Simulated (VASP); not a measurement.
Wanted: the native input for a VASP 6.6.1 run.

- Task: single point
- Functional: PBE
- Potentials or basis: VASP PAW PBE potentials, release 64 (In_d, Sb)
- Cutoff: 520 eV
- k mesh: 9 × 9 × 9
- Occupations: fermi-dirac, width 0.05 eV
- Spin: no spin polarisation
- Dipole correction: no
- Further INCAR settings: ALGO = Normal; EDIFF = 1e-06; NBANDS = 16

The structure of InSb lies in POSCAR:

```
InSb
1.0
    0.0000000000      3.2071869065      3.3038820000
    3.2071869065      0.0000000000      3.3038820000
    3.2071869065      3.2071869065      0.0000000000
In Sb
1 1
Direct
    0.0000000000      0.0000000000      0.0000000000
    0.7500000000      0.7500000000      0.7500000000
```

This cell differs from its parent crystal: z stretched by +2 % at fixed volume.

The input as run:

INCAR

```
ALGO = Normal
EDIFF = 1E-6
ENCUT = 520
GGA = PE
ISIF = 2
ISMEAR = -1
LASPH = True
LCHARG = False
LREAL = False
LWAVE = False
NBANDS = 16
NELM = 100
PREC = Accurate
SIGMA = 0.05
```

KPOINTS

```
k-points
0
Gamma
  9 9 9
```

Potentials or basis: VASP PAW PBE potentials, release 64 (In_d, Sb).

Command:

```sh
$ cat potpaw_PBE.64/In_d/POTCAR potpaw_PBE.64/Sb/POTCAR > POTCAR
$ mpirun -np 1 vasp_std > vasp.out
```

Results of the run:

```yaml
Pressure: 3.1 GPa
Band_gap_on_the_k_mesh: zero (filled and empty bands touch)
```

Caveat: spin-orbit coupling is left out, which moves the levels of the heavy elements.

It took 59 s on 1 thread of Intel(R) Xeon(R) Platinum 8259CL CPU @ 2.50GHz (Skylake/Cascade Lake), on a shared host, peak memory 0.25 GiB.
